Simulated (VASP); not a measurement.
Set up this calculation in VASP 6.6.1, as the native input.

* Task: single point
* Functional: PBE
* Potentials or basis: VASP PAW PBE potentials, release 64 (Zr_sv, Si, Ru_pv)
* Cutoff: 520 eV
* k mesh: 4 × 4 × 4
* Occupations: gaussian, width 0.1 eV
* Spin: no spin polarisation
* Dipole correction: no
* Further INCAR settings: ALGO = Fast; EDIFF = 1e-07; NBANDS = 45

The structure of ZrSiRu4 lies in POSCAR:

```
ZrSiRu4
1.0
    3.7554224700      0.0000000000      0.0000000000
    0.0000000000      3.7554224700      0.0000000000
    0.0000000000      0.0000000000      5.3174050400
Zr Si Ru
1 1 4
Direct
    0.0000000000      0.0000000000      0.0000000000
    0.5000000000      0.5000000000      0.5000000000
    0.5000000000      0.0000000000      0.7458124800
    0.0000000000      0.5000000000      0.2541875200
    0.5000000000      0.0000000000      0.2541875200
    0.0000000000      0.5000000000      0.7458124800
```

The input as run:

INCAR

```
SYSTEM = ZrSiRu4
PREC = Accurate
ENCUT = 520
EDIFF = 1E-7
ISMEAR = 0
SIGMA = 0.1
LREAL = .FALSE.
LASPH = .TRUE.
NELM = 60
ALGO = Fast
ISIF = 2
LWAVE = .FALSE.
LCHARG = .FALSE.
GGA = PE
NBANDS = 45
```

KPOINTS

```
Automatic mesh
0
G
  4 4 4
  0 0 0
```

Potentials or basis: VASP PAW PBE potentials, release 64 (Zr_sv, Si, Ru_pv).

Run with:

```sh
$ cat potpaw_PBE.64/Zr_sv/POTCAR potpaw_PBE.64/Si/POTCAR potpaw_PBE.64/Ru_pv/POTCAR > POTCAR
$ mpirun -np 1 vasp_std > vasp.out
```

Results of the run:

The pressure is 98.7 GPa and the largest force is 2.476 eV/Å. The band gap on the k mesh is zero (band 36 reaches 16.45 eV, above the bottom of band 37 at 12.85 eV).

Caveat: the k points lie up to 0.42 Å⁻¹ apart; forces of over 1 eV/Å act on the atoms, so gaps and moduli don't describe the material at rest.

Wall time 77 s on 1 thread of AMD EPYC 7R13 Processor (Zen 3) (shared host), peak memory 0.17 GiB.
